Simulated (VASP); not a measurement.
Write the native input for VASP 6.6.1 that does the following.

```
Task                   : single point
Functional             : PBE
Potentials or basis    : VASP PAW PBE potentials, release 64 (W_sv)
Cutoff                 : 520 eV
k mesh                 : 11 × 11 × 11
Occupations            : fermi-dirac, width 0.05 eV
Spin                   : no spin polarisation
Dipole correction      : no
Further INCAR settings : ALGO = Fast; EDIFF = 1e-07; NBANDS = 13
```

The structure of W lies in POSCAR:

```
W
1.0
    0.0000000000      2.0300000000      2.0300000000
    2.0300000000      0.0000000000      2.0300000000
    2.0300000000      2.0300000000      0.0000000000
W
1
Direct
    0.0000000000      0.0000000000      0.0000000000
```

These files were run (other wordings do the same):

INCAR

```
SYSTEM = W
PREC = Accurate
ENCUT = 520
EDIFF = 1E-7
ISMEAR = -1
SIGMA = 0.05
LREAL = .False.
LASPH = .True.
NELM = 80
ALGO = Fast
ISIF = 2
LWAVE = .False.
LCHARG = .True.
GGA = PE
LELF = .True.
LVHAR = .True.
NBANDS = 13
```

KPOINTS

```
regular mesh
0
Gamma
  11 11 11
  0 0 0
```

Potentials or basis: VASP PAW PBE potentials, release 64 (W_sv).

Launch:

```bash
$ cat potpaw_PBE.64/W_sv/POTCAR > POTCAR
$ mpirun -np 1 vasp_std > vasp.out
```

Results of the run:

```
Pressure               : -4.5 GPa
Band gap on the k mesh : zero (band 7 reaches 12.79 eV, above the bottom of band 8 at 9.69 eV)
```

Caveat: spin-orbit coupling is left out, which moves the levels of the heavy elements.

It took 12 s on 1 thread of Intel(R) Xeon(R) Platinum 8488C (Sapphire Rapids), on a shared host, peak memory 0.14 GiB.
